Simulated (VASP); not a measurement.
Zn, 1 atom in the cell. Symmetry: Im-3m, No. 229, cubic system. Conventional cell: a = 3.137 Å, b = 3.137 Å, c = 3.137 Å, α = 90.00°, β = 90.00°, γ = 90.00°. Within 3.6 Å of Zn (site symmetry m-3m) lie 14 Zn at 2.72 to 3.14 Å. This isn't the form of Zn at room conditions, which is hcp.

```yaml
Program: VASP 6.6.1
Task: single point
Functional: PBE0
Potentials_or_basis: VASP PAW PBE potentials, release 64 (Zn)
Cutoff: 520 eV
k_mesh: 6 × 6 × 6
Occupations: fermi-dirac, width 0.05 eV
Spin: no spin polarisation
Dipole_correction: no
Grid_for_exact_exchange_PRECFOCK: Normal
Further_INCAR_settings: ALGO = Normal; EDIFF = 1e-06; NBANDS = 12
Share_of_exact_exchange: 0.25
```

Potentials or basis: VASP PAW PBE potentials, release 64 (Zn).

Launch:

```console
$ cat potpaw_PBE.64/Zn/POTCAR > POTCAR
$ cp INCAR.step1 INCAR
$ mpirun -np 1 vasp_std > vasp.out
$ cp INCAR.step2 INCAR
$ mpirun -np 1 vasp_std > vasp.out
```

Hardware: 1 thread of Intel(R) Xeon(R) 6975P-C (Granite Rapids), with other jobs on the host.

Question: Estimate the wall time of this run.

Answer: It took 2.6 min on 1 thread of Intel(R) Xeon(R) 6975P-C (Granite Rapids), on a shared host, peak memory 0.13 GiB. Counts: k points 16.
